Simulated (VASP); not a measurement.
# GaSb3 (I4/mmm) in VASP: single point with PBE

Aim: the single point of GaSb3 with PBE.

Everything below comes from runs of VASP 6.6.1. Logs are shortened: lines on timing, memory, paths and dates and some standing lists are left out, and cuts for length are marked.

## 1. The cell of the first run

The structure is tetragonal, space group I4/mmm (No. 139). Conventional cell: a = 5.275 Å, b = 5.275 Å, c = 6.788 Å, α = 90.00°, β = 90.00°, γ = 90.00°. Within 4.1 Å of Ga (site symmetry 4/mmm) lie 14 Sb at 3.14 to 3.73 Å. Sb (site symmetry -4m2) has 4 Ga at 3.14 Å and 10 Sb at 3.14 to 3.73 Å within 4.1 Å. Within 4.1 Å of Sb (site symmetry 4/mmm) lie 8 Sb at 3.14 Å and 6 Ga at 3.39 to 3.73 Å.

## 2. Single point, PBE (strained)

The input, INCAR:

```
PREC     = Accurate       # precision mode
ENCUT    = 520            # plane-wave cutoff, eV
EDIFF    = 1E-6           # SCF threshold, eV
ISMEAR   = 0              # smearing method
SIGMA    = 0.1            # smearing width, eV
LREAL    = F              # projectors in reciprocal space
LASPH    = T              # aspherical terms in the spheres
NELM     = 60             # most SCF steps
ALGO     = Normal         # electronic algorithm
ISIF     = 2              # what is computed and relaxed
LWAVE    = F              # write WAVECAR
LCHARG   = F              # write CHGCAR
GGA      = PE             # functional
NBANDS   = 22             # bands
```

The input, KPOINTS:

```
regular mesh
0
Gamma
  10 10 10
```

The input, POSCAR:

```
GaSb3
1.0
    0.0000000000      3.3942445548      3.7299981048
    3.7299981048      0.0000000000      3.7299981048
    3.7299981048      3.3942445548      0.0000000000
Ga Sb
1 3
Direct
    0.0000000000      0.0000000000      0.0000000000
    0.2500000000      0.2500000000      0.2500000000
    0.7500000000      0.7500000000      0.7500000000
    0.5000000000      0.5000000000      0.5000000000
```

Potentials or basis: VASP PAW PBE potentials, release 64 (Ga_d, Sb).

Command:

```
$ cat potpaw_PBE.64/Ga_d/POTCAR potpaw_PBE.64/Sb/POTCAR > POTCAR
$ mpirun -np 1 vasp_std > vasp.out
```

OUTCAR:

```text
PREC = Accurate
   ENCUT = 520
   EDIFF = 1E-6
   ISMEAR = 0
   LREAL = F
   LASPH = T
   NELM = 60
   ISIF = 2
   GGA = PE

 ion  position               nearest neighbor table
   1  0.000  0.000  0.000-   3 3.14   3 3.14   3 3.14   2 3.14   3 3.14   2 3.14   2 3.14   2 3.14

   2  0.250  0.250  0.250-   1 3.14   1 3.14   1 3.14   1 3.14   4 3.14   4 3.14   4 3.14   4 3.14
                             3 3.39   3 3.39   3 3.73   3 3.73   3 3.73   3 3.73
   3  0.750  0.750  0.750-   4 3.14   4 3.14   4 3.14   1 3.14   4 3.14   1 3.14   1 3.14   1 3.14
                             2 3.39   2 3.39   2 3.73   2 3.73   2 3.73   2 3.73
   4  0.500  0.500  0.500-   2 3.14   2 3.14   2 3.14   2 3.14   3 3.14   3 3.14   3 3.14   3 3.14

  LATTYP: Found a body centered tetragonal cell.
 ALAT       =     5.2750139074
 C/A-ratio  =     1.2869139738

  Lattice vectors:

 A1 = (   0.0000000000,  -3.3942445548,   3.7299981048)
 A2 = (   0.0000000000,  -3.3942445548,  -3.7299981048)
 A3 = (   3.7299981048,   3.3942445548,   0.0000000000)

Analysis of symmetry for initial positions (statically):
=====================================================================
 Subroutine PRICEL returns:
 Original cell was already a primitive cell.

 Routine SETGRP: Setting up the symmetry group for a
 body centered tetragonal supercell.

 Subroutine GETGRP returns: Found 16 space group operations
 (whereof 16 operations were pure point group operations)
 out of a pool of 16 trial point group operations.

The static configuration has the point symmetry D_4h.

Analysis of symmetry for dynamics (positions and initial velocities):
=====================================================================
 Subroutine PRICEL returns:
 Original cell was already a primitive cell.

 Routine SETGRP: Setting up the symmetry group for a
 body centered tetragonal supercell.

 Subroutine GETGRP returns: Found 16 space group operations
 (whereof 16 operations were pure point group operations)
 out of a pool of 16 trial point group operations.

The dynamic configuration has the point symmetry D_4h.

 Subroutine INISYM returns: Found 16 space group operations
 (whereof 16 operations are pure point group operations),
 and found     1 'primitive' translations

----------------------------------------------------------------------------------------

                                     Primitive cell

  volume of cell :      94.4475

  direct lattice vectors                    reciprocal lattice vectors
     0.000000000  3.394244555  3.729998105    -0.134048325  0.147308184  0.134048325
     3.729998105  0.000000000  3.729998105     0.134048325 -0.147308184  0.134048325
     3.729998105  3.394244555  0.000000000     0.134048325  0.147308184 -0.134048325

  length of vectors
     5.043191644  5.275013907  5.043191644     0.240078337  0.240078337  0.240078337

  position of ions in fractional coordinates (direct lattice)
     0.000000000  0.000000000  0.000000000
     0.250000000  0.250000000  0.250000000
     0.750000000  0.750000000  0.750000000
     0.500000000  0.500000000  0.500000000

  ion indices of the primitive-cell ions
   primitive index   ion index
                 1           1
                 2           2
                 3           3
                 4           4

----------------------------------------------------------------------------------------

 KPOINTS: regular mesh

Automatic generation of k-mesh.
 Grid dimensions read from file:
 generate k-points for:   10   10   10

 Generating k-lattice:

  Cartesian coordinates                     Fractional coordinates (reciprocal lattice)
    -0.013404833  0.014730818  0.013404833     0.100000000  0.000000000  0.000000000
     0.013404833 -0.014730818  0.013404833     0.000000000  0.100000000  0.000000000
     0.013404833  0.014730818 -0.013404833     0.000000000  0.000000000  0.100000000

  Length of vectors
     0.024007834  0.024007834  0.024007834

  Shift w.r.t. Gamma in fractional coordinates (k-lattice)
     0.000000000  0.000000000  0.000000000

 Subroutine IBZKPT returns following result:
 ===========================================

 Found    102 irreducible k-points:

 Following reciprocal coordinates:
            Coordinates               Weight
  0.000000  0.000000  0.000000      1.000000
  0.100000  0.000000  0.000000      8.000000
  0.200000  0.000000  0.000000      8.000000
  0.300000  0.000000  0.000000      8.000000
  0.400000  0.000000  0.000000      8.000000
  0.500000  0.000000  0.000000      4.000000
[... 16 lines left out ...]
  0.300000  0.300000  0.000000      4.000000
  0.400000  0.300000 -0.000000     16.000000
 [... further k-points ...]
   k-points           NKPTS =    102   k-points in BZ     NKDIM =    102   number of bands    NBANDS=     22
   number of dos      NEDOS =    301   number of ions     NIONS =      4
   total plane-waves  NPLWV =  64000
   dimension x,y,z NGX =    40 NGY =   40 NGZ =   40
   dimension x,y,z NGXF=    80 NGYF=   80 NGZF=   80
   ions per type =               1   3
   NGX,Y,Z   is equivalent  to a cutoff of  13.19, 12.61, 13.19 a.u.
   NGXF,Y,Z  is equivalent  to a cutoff of  26.37, 25.21, 26.37 a.u.
 SYSTEM =  unknown system
   PREC   = accura    normal or accurate (medium, high low for compatibility)
   ISTART =      0    job   : 0-new  1-cont  2-samecut
   ICHARG =      2    charge: 1-file 2-atom 10-const
   ISPIN  =      1    spin polarized calculation?
   LNONCOLLINEAR =      F non collinear calculations
   LSORBIT =      F    spin-orbit coupling
   LASPH  =      T    aspherical Exc in radial PAW
   ENCUT  =  520.0 eV  38.22 Ry    6.18 a.u.   9.38  9.81  9.38*2*pi/ulx,y,z
   NELM   =     60;   NELMIN=  2; NELMDL= -5     # of ELM steps
   EDIFF  = 0.1E-05   stopping-criterion for ELM
   LREAL  =      F    real-space projection
   EDIFFG = 0.1E-04   stopping-criterion for IOM
   NSW    =      0    number of steps for IOM
   IBRION =     -1    ionic relax: 0-MD 1-quasi-New 2-CG
   NFREE  =      0    steps in history (QN), initial steepest desc. (CG)
   ISIF   =      2    stress and relaxation
   ISYM   =      2    0-nonsym 1-usesym 2-fastsym
   POTIM  = 0.5000    time-step for ionic-motion
   TEBEG  =    0.0;   TEEND  =   0.0 temperature during run
   PSTRESS=    0.0 pullay stress
   NELECT =      28.0000    total number of electrons
   NUPDOWN=      -1.0000    fix difference up-down
   EMIN   =  10.00;   EMAX   =-10.00  energy-range for DOS
   EFERMI =   0.00;   METHOD = LEGACY
   ISMEAR =     0;   SIGMA  =   0.10  broadening in eV -4-tet -1-fermi 0-gaus
   EFERMI_NEDOS =   21; number of points for ismear=-14 and -15
   IALGO  =     38    algorithm
   IMIX   =      4    mixing-type and parameters
     AMIX     =   0.40;   BMIX     =  1.00
     AMIX_MAG =   1.60;   BMIX_MAG =  1.00
  volume/ion in A,a.u.               =      23.61       159.34
  Fermi-wavevector in a.u.,A,eV,Ry     =   1.091601  2.062827 16.212614  1.191593
  Thomas-Fermi vector in A             =   2.227850
   LORBIT       =      0    0 simple, 1 ext, 2 COOP (PROOUT), +10 PAW based schemes
   GGA     = PE    functional components
   LHFCALC =     F    Hartree Fock is set to
   AEXX    =    0.0000 exact exchange contribution
   IVDW    =     0    specifies the selected vdW correction
   LEPSILON=     F    determine dielectric tensor
   LRPA    =     F    only Hartree local field effects (RPA)
 non-spin polarized calculation
 Gauss-broadening in eV      SIGMA  =   0.10
  energy-cutoff  :      520.00
  volume of cell :       94.45
 maximum number of plane-waves:      2568
 NGX is ok and might be reduce to    40
   NGX = 19   NGY = 19   NGZ = 19

 number of electron      27.9999994 magnetization

 Free energy of the ion-electron system (eV)
  ---------------------------------------------------
  ext. energy  EPLUGINS =         0.00000000
  ---------------------------------------------------
  free energy    TOTEN  =       -14.39731206 eV

  energy without entropy =      -14.38769487  energy(sigma->0) =      -14.39250346

 E-fermi :   8.6634     XC(G=0): -10.6165

 val. band max:        8.6628668410   @ k =   0.2000   0.0000   0.0000
 cond. band min:       8.6716466699   @ k =   0.2000  -0.2000   0.1000
 fundamental gap:      0.0087798290
 Fermi energy:         8.6634308649

 k-point     1 :       0.0000    0.0000    0.0000
  band No.  band energies     occupation
      1      -6.2107      2.00000
      2      -6.2107      2.00000
      3      -6.2020      2.00000
      4      -6.2002      2.00000
      5      -6.1830      2.00000
      6      -4.5436      2.00000
[... 14 lines left out ...]
     21      15.8182      0.00000
     22      15.8182      0.00000

 k-point     2 :       0.1000    0.0000    0.0000
  band No.  band energies     occupation
      1      -6.2110      2.00000
      2      -6.2104      2.00000
      3      -6.2022      2.00000
      4      -6.2003      2.00000
      5      -6.1830      2.00000
      6      -4.4588      2.00000
[... 14 lines left out ...]
     21      15.0986      0.00000
     22      15.7360      0.00000

 k-point     3 :       0.2000    0.0000    0.0000
  band No.  band energies     occupation
      1      -6.2121      2.00000
      2      -6.2095      2.00000
      3      -6.2026      2.00000
      4      -6.2004      2.00000
      5      -6.1831      2.00000
      6      -4.2055      2.00000
[... 14 lines left out ...]
     21      14.2418      0.00000
     22      15.1863      0.00000
[... 476 lines left out ...]
 k-point    23 :       0.3000    0.3000    0.0000
  band No.  band energies     occupation
      1      -6.2182      2.00000
      2      -6.2054      2.00000
      3      -6.2022      2.00000
      4      -6.1988      2.00000
      5      -6.1847      2.00000
      6      -3.6007      2.00000
[... 14 lines left out ...]
     21      13.3669      0.00000
     22      14.0178      0.00000

 k-point    24 :       0.4000    0.3000   -0.0000
  band No.  band energies     occupation
      1      -6.2192      2.00000
      2      -6.2048      2.00000
      3      -6.2029      2.00000
      4      -6.1984      2.00000
      5      -6.1850      2.00000
      6      -3.2118      2.00000
[... 14 lines left out ...]
     21      13.4565      0.00000
     22      14.1076      0.00000

 [... further k-points ...]
[... 5 lines left out ...]
  --------------------------------------------------------------------------------------
  -------------------------------------------------------------------------------------
  Total        3.0671879      3.5218040      3.0671879      0.0000000     -0.0000000      0.0000000
  in kB       52.0308135     59.7427785     52.0308135      0.0000000     -0.0000000      0.0000000
  external PRESSURE =      54.6014685 kB  Pullay stress =       0.0000000 kB

 VOLUME and BASIS-vectors are now :
 -----------------------------------------------------------------------------
  energy-cutoff  :      520.00
  volume of cell :       94.45
      direct lattice vectors                 reciprocal lattice vectors
     0.000000000  3.394244555  3.729998105    -0.134048325  0.147308184  0.134048325
     3.729998105  0.000000000  3.729998105     0.134048325 -0.147308184  0.134048325
     3.729998105  3.394244555  0.000000000     0.134048325  0.147308184 -0.134048325

 POSITION                                       TOTAL-FORCE (eV/Angst)
 -----------------------------------------------------------------------------------
      0.00000      0.00000      0.00000         0.000000     -0.000000      0.000000
      1.86500      1.69712      1.86500        -0.000000     -0.000000      0.000000
      5.59500      5.09137      5.59500        -0.000000      0.000000      0.000000
      3.73000      3.39424      3.73000         0.000000     -0.000000      0.000000
 -----------------------------------------------------------------------------------
    total drift:                               -0.000000      0.000000      0.000000

  FREE ENERGIE OF THE ION-ELECTRON SYSTEM (eV)
  ---------------------------------------------------
  free  energy   TOTEN  =       -14.3973120603 eV

  energy  without entropy=      -14.3876948695  energy(sigma->0) =      -14.39250346
```

Run time: 3.9 min. Hardware: 1 thread of Intel Xeon 8259CL, shared host; peak memory 0.37 GiB.

Results:

* Free energy: -14.3973 eV
* Pressure: 5.5 GPa
* Band gap on the k mesh: zero (bands 14 and 15 overlap by 4.48 eV)

Levels at points of the mesh, in eV from the Fermi level:
```csv
k point,band 10,band 11,band 12,band 13,band 14,band 15,band 16,band 17,band 18,band 19
"(0.00, 0.00, 0.00)",-2.94,-2.84,-2.84,-2.70,-2.64,-2.64,-1.16,-1.16,0.16,2.89
"(0.50, 0.00, 0.00)",-4.14,-3.52,-3.14,-2.69,-0.20,0.14,1.79,2.63,2.68,3.49
"(0.50, 0.50, 0.00)",-5.74,-5.56,0.42,0.95,1.26,1.41,1.97,2.25,2.97,3.67
"(0.50, 0.00, 0.50)",-5.91,-5.91,0.44,0.57,0.96,0.96,1.84,1.84,3.20,4.75
```

Caveat: the cell differs from its parent crystal (strained); the cell stands under pressure; spin-orbit coupling is left out, which moves the levels of the heavy elements.
